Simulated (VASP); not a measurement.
Sr: single point with r2SCAN

Crystal: Sr.

```
Sr
1.0
     3.92251    0.00000    0.00000
     0.00000    3.92251    0.00000
     0.00000    0.00000    3.92251
Sr
1
Direct
  0.00000 0.00000 0.00000
```

This cell differs from its parent crystal: volume scaled by 1.08.

```json
{
  "Program": "VASP 6.6.1",
  "Task": "single point",
  "Functional": "r2SCAN",
  "Potentials or basis": "VASP PAW PBE potentials, release 64 (Sr_sv)",
  "Cutoff": "520 eV",
  "k mesh": "9 × 9 × 9",
  "Occupations": "fermi-dirac, width 0.1 eV",
  "Spin": "no spin polarisation"
}
```

| Item | Value |
| --- | --- |
| Pressure | -0.5 GPa |
| Band gap on the k mesh | zero (band 5 reaches 1.73 eV, above the bottom of band 6 at 1.05 eV) |

Levels at points of the mesh, in eV from the Fermi level:
```
           k point  band 1  band 2  band 3  band 4  band 5  band 6  band 7  band 8  band 9  band 10
(0.00, 0.00, 0.00)  -38.41  -19.65  -19.65  -19.65   -3.51    0.97    0.97    5.09    5.09     5.09
```

Wall time 3.1 min on 1 thread of AMD EPYC 7R13 (shared host), peak memory 0.15 GiB.

Caveat: the PAW data sets were made with another functional, which shifts forces and pressure a little.
